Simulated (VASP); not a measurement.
# Sn (Fd-3m) in VASP: density of states with PBEsol

Aim: the density of states of Sn with PBEsol.

Everything below comes from runs of VASP 6.6.1. Logs are shortened: lines on timing, memory, paths and dates and some standing lists are left out, and cuts for length are marked.

## (1) The cell of the first run

The structure is cubic, space group Fd-3m (No. 227). Conventional cell: a = 6.655 Å, b = 6.655 Å, c = 6.655 Å, α = 90.00°, β = 90.00°, γ = 90.00°. Sn (site symmetry -43m) has 4 Sn at 2.88 Å within 3.8 Å.

## (2) Density of states, PBEsol

The input, POSCAR:

```
Sn
1.0
    0.0000000000      3.3273247537      3.3273247537
    3.3273247537      0.0000000000      3.3273247537
    3.3273247537      3.3273247537      0.0000000000
Sn
2
Direct
    0.0000000000      0.0000000000      0.0000000000
    0.2500000000      0.2500000000      0.2500000000
```

The input, INCAR.step1:

```
PREC     = Accurate       # precision mode
ENCUT    = 520            # plane-wave cutoff, eV
EDIFF    = 1E-7           # SCF threshold, eV
ISMEAR   = 0              # smearing method
SIGMA    = 0.1            # smearing width, eV
LREAL    = False          # projectors in reciprocal space
LASPH    = True           # aspherical terms in the spheres
NELM     = 60             # most SCF steps
ALGO     = Normal         # electronic algorithm
ISIF     = 2              # what is computed and relaxed
LWAVE    = False          # write WAVECAR
LCHARG   = True           # write CHGCAR
GGA      = PS             # functional
NBANDS   = 21             # bands
```

The input, KPOINTS.step1:

```
Automatic mesh
0
Gamma
  12 12 12
```

The input, INCAR.step2:

```
PREC     = Accurate       # precision mode
ENCUT    = 520            # plane-wave cutoff, eV
EDIFF    = 1E-7           # SCF threshold, eV
ISMEAR   = -5             # smearing method
SIGMA    = 0.1            # smearing width, eV
LREAL    = False          # projectors in reciprocal space
LASPH    = True           # aspherical terms in the spheres
NELM     = 60             # most SCF steps
ALGO     = Normal         # electronic algorithm
ISIF     = 2              # what is computed and relaxed
LWAVE    = False          # write WAVECAR
LCHARG   = False          # write CHGCAR
GGA      = PS             # functional
LORBIT   = 11             # projections on sites
NEDOS    = 1001           # points of the DOS
ICHARG   = 11             # starting density
```

The input, KPOINTS.step2:

```
Automatic mesh
0
Gamma
  18 18 18
```

Potentials or basis: VASP PAW PBE potentials, release 64 (Sn_d).

The run is started by

```
$ cat potpaw_PBE.64/Sn_d/POTCAR > POTCAR
$ cp INCAR.step1 INCAR
$ cp KPOINTS.step1 KPOINTS
$ mpirun -np 1 vasp_std > vasp.out
$ cp INCAR.step2 INCAR
$ cp KPOINTS.step2 KPOINTS
$ mpirun -np 1 vasp_std > vasp.out
```

OUTCAR:

```text
PREC = Accurate
   ENCUT = 520
   EDIFF = 1E-7
   ISMEAR = -5
   LREAL = False
   LASPH = True
   NELM = 60
   ISIF = 2
   GGA = PS
   LORBIT = 11
   ICHARG = 11

 ion  position               nearest neighbor table
   1  0.000  0.000  0.000-   2 2.88   2 2.88   2 2.88   2 2.88
   2  0.250  0.250  0.250-   1 2.88   1 2.88   1 2.88   1 2.88

  LATTYP: Found a face centered cubic cell.
 ALAT       =     6.6546495074

  Lattice vectors:

 A1 = (   0.0000000000,   3.3273247537,   3.3273247537)
 A2 = (   3.3273247537,   0.0000000000,   3.3273247537)
 A3 = (   3.3273247537,   3.3273247537,   0.0000000000)

Analysis of symmetry for initial positions (statically):
=====================================================================
 Subroutine PRICEL returns:
 Original cell was already a primitive cell.

 Routine SETGRP: Setting up the symmetry group for a
 face centered cubic supercell.

 Subroutine GETGRP returns: Found 48 space group operations
 (whereof 24 operations were pure point group operations)
 out of a pool of 48 trial point group operations.

The static configuration has the point symmetry T_d .
 The point group associated with its full space group is O_h .

Analysis of symmetry for dynamics (positions and initial velocities):
=====================================================================
 Subroutine PRICEL returns:
 Original cell was already a primitive cell.

 Routine SETGRP: Setting up the symmetry group for a
 face centered cubic supercell.

 Subroutine GETGRP returns: Found 48 space group operations
 (whereof 24 operations were pure point group operations)
 out of a pool of 48 trial point group operations.

The dynamic configuration has the point symmetry T_d .
 The point group associated with its full space group is O_h .

 Subroutine INISYM returns: Found 48 space group operations
 (whereof 24 operations are pure point group operations),
 and found     1 'primitive' translations

----------------------------------------------------------------------------------------

                                     Primitive cell

  volume of cell :      73.6742

  direct lattice vectors                    reciprocal lattice vectors
     0.000000000  3.327324754  3.327324754    -0.150270874  0.150270874  0.150270874
     3.327324754  0.000000000  3.327324754     0.150270874 -0.150270874  0.150270874
     3.327324754  3.327324754  0.000000000     0.150270874  0.150270874 -0.150270874

  length of vectors
     4.705547793  4.705547793  4.705547793     0.260276789  0.260276789  0.260276789

  position of ions in fractional coordinates (direct lattice)
     0.000000000  0.000000000  0.000000000
     0.250000000  0.250000000  0.250000000

  ion indices of the primitive-cell ions
   primitive index   ion index
                 1           1
                 2           2

----------------------------------------------------------------------------------------

 KPOINTS: Automatic mesh

Automatic generation of k-mesh.
 Grid dimensions read from file:
 generate k-points for:   18   18   18

 Generating k-lattice:

  Cartesian coordinates                     Fractional coordinates (reciprocal lattice)
    -0.008348382  0.008348382  0.008348382     0.055555556  0.000000000  0.000000000
     0.008348382 -0.008348382  0.008348382     0.000000000  0.055555556  0.000000000
     0.008348382  0.008348382 -0.008348382     0.000000000  0.000000000  0.055555556

  Length of vectors
     0.014459822  0.014459822  0.014459822

  Shift w.r.t. Gamma in fractional coordinates (k-lattice)
     0.000000000  0.000000000  0.000000000

 TETIRR: Found    806 inequivalent tetrahedra from    34992

 Subroutine IBZKPT returns following result:
 ===========================================

 Found    195 irreducible k-points:

 Following reciprocal coordinates:
            Coordinates               Weight
  0.000000  0.000000  0.000000      1.000000
  0.055556  0.000000  0.000000      8.000000
  0.111111  0.000000  0.000000      8.000000
  0.166667  0.000000  0.000000      8.000000
  0.222222  0.000000  0.000000      8.000000
  0.277778  0.000000  0.000000      8.000000
[... 16 lines left out ...]
 -0.277778  0.055556  0.000000     24.000000
 -0.222222  0.055556  0.000000     24.000000
 [... further k-points ...]
   k-points           NKPTS =    195   k-points in BZ     NKDIM =    195   number of bands    NBANDS=     18
   number of dos      NEDOS =   1001   number of ions     NIONS =      2
   total plane-waves  NPLWV =  46656
   dimension x,y,z NGX =    36 NGY =   36 NGZ =   36
   dimension x,y,z NGXF=    72 NGYF=   72 NGZF=   72
   ions per type =               2
   NGX,Y,Z   is equivalent  to a cutoff of  12.72, 12.72, 12.72 a.u.
   NGXF,Y,Z  is equivalent  to a cutoff of  25.44, 25.44, 25.44 a.u.
 SYSTEM =  unknown system
   PREC   = accura    normal or accurate (medium, high low for compatibility)
   ISTART =      0    job   : 0-new  1-cont  2-samecut
   ICHARG =     11    charge: 1-file 2-atom 10-const
   ISPIN  =      1    spin polarized calculation?
   LNONCOLLINEAR =      F non collinear calculations
   LSORBIT =      F    spin-orbit coupling
   LASPH  =      T    aspherical Exc in radial PAW
   ENCUT  =  520.0 eV  38.22 Ry    6.18 a.u.   8.75  8.75  8.75*2*pi/ulx,y,z
   NELM   =     60;   NELMIN=  2; NELMDL=  0     # of ELM steps
   EDIFF  = 0.1E-06   stopping-criterion for ELM
   LREAL  =      F    real-space projection
   EDIFFG = 0.1E-05   stopping-criterion for IOM
   NSW    =      0    number of steps for IOM
   IBRION =     -1    ionic relax: 0-MD 1-quasi-New 2-CG
   NFREE  =      0    steps in history (QN), initial steepest desc. (CG)
   ISIF   =      2    stress and relaxation
   ISYM   =      2    0-nonsym 1-usesym 2-fastsym
   POTIM  = 0.5000    time-step for ionic-motion
   TEBEG  =    0.0;   TEEND  =   0.0 temperature during run
   PSTRESS=    0.0 pullay stress
   NELECT =      28.0000    total number of electrons
   NUPDOWN=      -1.0000    fix difference up-down
   EMIN   =  10.00;   EMAX   =-10.00  energy-range for DOS
   EFERMI =   0.00;   METHOD = LEGACY
   ISMEAR =    -5;   SIGMA  =   0.10  broadening in eV -4-tet -1-fermi 0-gaus
   EFERMI_NEDOS =   21; number of points for ismear=-14 and -15
   IALGO  =     38    algorithm
   IMIX   =      4    mixing-type and parameters
     AMIX     =   0.40;   BMIX     =  1.00
     AMIX_MAG =   1.60;   BMIX_MAG =  1.00
  volume/ion in A,a.u.               =      36.84       248.59
  Fermi-wavevector in a.u.,A,eV,Ry     =   1.185830  2.240893 19.132404  1.406192
  Thomas-Fermi vector in A             =   2.322015
   LORBIT       =     11    0 simple, 1 ext, 2 COOP (PROOUT), +10 PAW based schemes
   GGA     = PS    functional components
   LHFCALC =     F    Hartree Fock is set to
   AEXX    =    0.0000 exact exchange contribution
   IVDW    =     0    specifies the selected vdW correction
   LEPSILON=     F    determine dielectric tensor
   LRPA    =     F    only Hartree local field effects (RPA)
 non-spin polarized calculation
 Fermi weights with tetrahedron method with Bloechl corrections
  energy-cutoff  :      520.00
  volume of cell :       73.67
 maximum number of plane-waves:      2012

 number of electron      28.0000007 magnetization

 Free energy of the ion-electron system (eV)
  ---------------------------------------------------
  ext. energy  EPLUGINS =         0.00000000
  ---------------------------------------------------
  free energy    TOTEN  =        -8.44289977 eV

  energy without entropy =       -8.44289977  energy(sigma->0) =       -8.44289977

 E-fermi :   4.7180     XC(G=0):  -8.7414

 val. band max:        4.7511091611   @ k =   0.0556   0.0000   0.0000
 cond. band min:       4.6028534730   @ k =   0.3889   0.0000   0.0000
 fundamental gap:     -0.1482556881
 Fermi energy:         4.7179833901

 k-point     1 :       0.0000    0.0000    0.0000
  band No.  band energies     occupation
      1     -16.7439      2.00000
      2     -16.7439      2.00000
      3     -16.7439      2.00000
      4     -16.6925      2.00000
      5     -16.6925      2.00000
      6     -16.4385      2.00000
[... 10 lines left out ...]
     17       6.8615      0.00000
     18       6.8615      0.00000

 k-point     2 :       0.0556    0.0000    0.0000
  band No.  band energies     occupation
      1     -16.7460      2.00000
      2     -16.7460      2.00000
      3     -16.7433      2.00000
      4     -16.6896      2.00000
      5     -16.6896      2.00000
      6     -16.4469      2.00000
[... 10 lines left out ...]
     17       6.9380      0.00000
     18       6.9577      0.00000

 k-point     3 :       0.1111    0.0000    0.0000
  band No.  band energies     occupation
      1     -16.7511      2.00000
      2     -16.7511      2.00000
      3     -16.7414      2.00000
      4     -16.6825      2.00000
      5     -16.6825      2.00000
      6     -16.4565      2.00000
[... 10 lines left out ...]
     17       7.1338      0.00000
     18       7.2888      0.00000

 k-point     4 :       0.1667    0.0000    0.0000
  band No.  band energies     occupation
      1     -16.7569      2.00000
      2     -16.7569      2.00000
      3     -16.7384      2.00000
      4     -16.6736      2.00000
      5     -16.6736      2.00000
      6     -16.4656      2.00000
[... 10 lines left out ...]
     17       7.3789      0.00000
     18       7.8393      0.00000

 k-point     5 :       0.2222    0.0000    0.0000
  band No.  band energies     occupation
      1     -16.7623      2.00000
      2     -16.7623      2.00000
      3     -16.7347      2.00000
      4     -16.6646      2.00000
      5     -16.6646      2.00000
      6     -16.4738      2.00000
[... 10 lines left out ...]
     17       7.6071      0.00000
     18       8.5192      0.00000

 k-point     6 :       0.2778    0.0000    0.0000
  band No.  band energies     occupation
      1     -16.7667      2.00000
      2     -16.7667      2.00000
      3     -16.7306      2.00000
      4     -16.6567      2.00000
      5     -16.6567      2.00000
      6     -16.4805      2.00000
[... 307 lines left out ...]
 k-point    21 :      -0.3889    0.0556    0.0000
  band No.  band energies     occupation
      1     -16.7751      2.00000
      2     -16.7746      2.00000
      3     -16.7182      2.00000
      4     -16.6462      2.00000
      5     -16.6402      2.00000
      6     -16.4956      2.00000
[... 10 lines left out ...]
     17       7.9203      0.00000
     18      10.3966      0.00000

 k-point    22 :      -0.3333    0.0556    0.0000
  band No.  band energies     occupation
      1     -16.7732      2.00000
      2     -16.7723      2.00000
      3     -16.7219      2.00000
      4     -16.6509      2.00000
      5     -16.6430      2.00000
      6     -16.4943      2.00000
[... 10 lines left out ...]
     17       7.9467      0.00000
     18      10.0791      0.00000

 k-point    23 :      -0.2778    0.0556    0.0000
  band No.  band energies     occupation
      1     -16.7707      2.00000
      2     -16.7684      2.00000
      3     -16.7267      2.00000
      4     -16.6569      2.00000
      5     -16.6483      2.00000
      6     -16.4906      2.00000
[... 10 lines left out ...]
     17       7.9110      0.00000
     18       9.4366      0.00000

 k-point    24 :      -0.2222    0.0556    0.0000
  band No.  band energies     occupation
      1     -16.7669      2.00000
      2     -16.7635      2.00000
      3     -16.7319      2.00000
      4     -16.6642      2.00000
      5     -16.6558      2.00000
      6     -16.4846      2.00000
[... 10 lines left out ...]
     17       7.7607      0.00000
     18       8.7978      0.00000

 [... further k-points ...]

------------------------ aborting loop because EDIFF is reached ----------------------------------------

  FORCE on cell =-STRESS in cart. coord.  units (eV):
  Direction    XX          YY          ZZ          XY          YZ          ZX
  --------------------------------------------------------------------------------------
  -------------------------------------------------------------------------------------
  Total       -0.9205708     -0.9205708     -0.9205708      0.0000000      0.0000000      0.0000000
  in kB      -20.0194532    -20.0194532    -20.0194532      0.0000000      0.0000000      0.0000000
  external PRESSURE =     -20.0194532 kB  Pullay stress =       0.0000000 kB

 VOLUME and BASIS-vectors are now :
 -----------------------------------------------------------------------------
  energy-cutoff  :      520.00
  volume of cell :       73.67
      direct lattice vectors                 reciprocal lattice vectors
     0.000000000  3.327324754  3.327324754    -0.150270874  0.150270874  0.150270874
     3.327324754  0.000000000  3.327324754     0.150270874 -0.150270874  0.150270874
     3.327324754  3.327324754  0.000000000     0.150270874  0.150270874 -0.150270874

 POSITION                                       TOTAL-FORCE (eV/Angst)
 -----------------------------------------------------------------------------------
      0.00000      0.00000      0.00000         0.000000      0.000000      0.000000
      1.66366      1.66366      1.66366        -0.000000     -0.000000     -0.000000
 -----------------------------------------------------------------------------------
    total drift:                                0.000000      0.000000      0.000000

  FREE ENERGIE OF THE ION-ELECTRON SYSTEM (eV)
  ---------------------------------------------------
  free  energy   TOTEN  =        -8.4428997680 eV

  energy  without entropy=       -8.4428997680  energy(sigma->0) =       -8.44289977

 total charge

# of ion       s       p       d       tot
------------------------------------------
    1        1.173   1.138   9.962  12.273
    2        1.173   1.138   9.962  12.273
--------------------------------------------------
tot          2.346   2.276  19.925  24.547
```

Wall time 86 s (1 thread of Intel Xeon 6975P-C (Granite Rapids), shared host); peak memory 0.34 GiB.

Results:

| Item | Value |
| --- | --- |
| Valence electrons inside the program's atomic spheres | Sn 12.27 |

Levels at points of the mesh, in eV from the Fermi level:
| k point | band 12 | band 13 | band 14 | band 15 | band 16 | band 17 |
| --- | --- | --- | --- | --- | --- | --- |
| (0.00, 0.00, 0.00) | -1.20 | 0.09 | 0.09 | 0.09 | 2.14 | 2.14 |
| (0.50, 0.00, 0.00) | -6.06 | -1.00 | -1.00 | -0.19 | 3.18 | 3.18 |
| (0.50, 0.50, 0.00) | -7.29 | -2.23 | -2.23 | 0.84 | 0.84 | 7.24 |

Caveat: the PAW data sets were made with another functional, which shifts forces and pressure a little; spin-orbit coupling is left out, which moves the levels of the heavy elements; tetrahedron occupations give inexact forces and stress in metals.
